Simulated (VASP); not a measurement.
SiO2, 24 atoms in the cell. Symmetry: Cmce, No. 64, orthorhombic system. Conventional cell: a = 9.021 Å, b = 9.715 Å, c = 8.752 Å, α = 90.00°, β = 90.00°, γ = 90.00°. Si (site symmetry 1) has 4 O at 1.59 to 1.61 Å within 2.1 Å. O (site symmetry 2) has 2 Si at 1.59 Å within 2.1 Å. Within 2.1 Å of O (site symmetry 2) lie 2 Si at 1.59 Å. O (site symmetry m) has 2 Si at 1.61 Å within 2.1 Å. O (site symmetry -1) has 2 Si at 1.59 Å within 2.1 Å. 

| Item | Value |
| --- | --- |
| Program | VASP 6.6.1 |
| Task | single point |
| Functional | LDA |
| Potentials or basis | VASP PAW LDA potentials, release 64 (Si, O) |
| Cutoff | 520 eV |
| k mesh | 4 × 4 × 4 |
| Occupations | gaussian, width 0.02 eV |
| Spin | no spin polarisation |
| Dipole correction | no |
| Further INCAR settings | LREAL = Auto; ALGO = Normal; EDIFF = 1e-07; NBANDS = 82 |

Potentials or basis: VASP PAW LDA potentials, release 64 (Si, O).

Command:

```console
$ cat potpaw_LDA.64/Si/POTCAR potpaw_LDA.64/O/POTCAR > POTCAR
$ mpirun -np 1 vasp_std > vasp.out
```

Hardware: 1 thread of Intel Xeon 8259CL, with other jobs on the host.

Task: How long does it take, and how much memory?

Result: Wall time 34 min on 1 thread of Intel Xeon 8259CL (shared host), peak memory 0.55 GiB. Counts: scf iterations 17, k points 21.
